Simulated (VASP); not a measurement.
A run of VASP 6.6.1:

INCAR

```
SYSTEM = Pd
PREC     = Accurate       ! precision mode
ENCUT    = 520            ! plane-wave cutoff, eV
EDIFF    = 1E-7           ! SCF threshold, eV
ISMEAR   = 1              ! smearing method
SIGMA    = 0.01           ! smearing width, eV
LREAL    = .False.        ! projectors in reciprocal space
LASPH    = .True.         ! aspherical terms in the spheres
NELM     = 80             ! most SCF steps
ALGO     = Normal         ! electronic algorithm
ISIF     = 2              ! what is computed and relaxed
LWAVE    = .False.        ! write WAVECAR
LCHARG   = .False.        ! write CHGCAR
GGA      = PE             ! functional
NBANDS   = 11             ! bands
```

The input KPOINTS:

```
regular mesh
0
Gamma
  14 14 14
  0 0 0
```

POSCAR

```
Pd
1.0
    0.0000000000      1.9734737307      1.9734737307
    1.9734737307      0.0000000000      1.9734737307
    1.9734737307      1.9734737307      0.0000000000
Pd
1
Direct
    0.0000000000      0.0000000000      0.0000000000
```

Potentials or basis: VASP PAW PBE potentials, release 64 (Pd).

Command:

```console
$ cat potpaw_PBE.64/Pd/POTCAR > POTCAR
$ mpirun -np 1 vasp_std > vasp.out
```

Hardware: 1 thread of Intel Xeon 6975P-C, on a shared host.

Q: Estimate the wall time of this run.

A: Wall time 11 s on 1 thread of Intel Xeon 6975P-C, on a shared host, peak memory 0.15 GiB. Counts: scf iterations 12, k points 104.
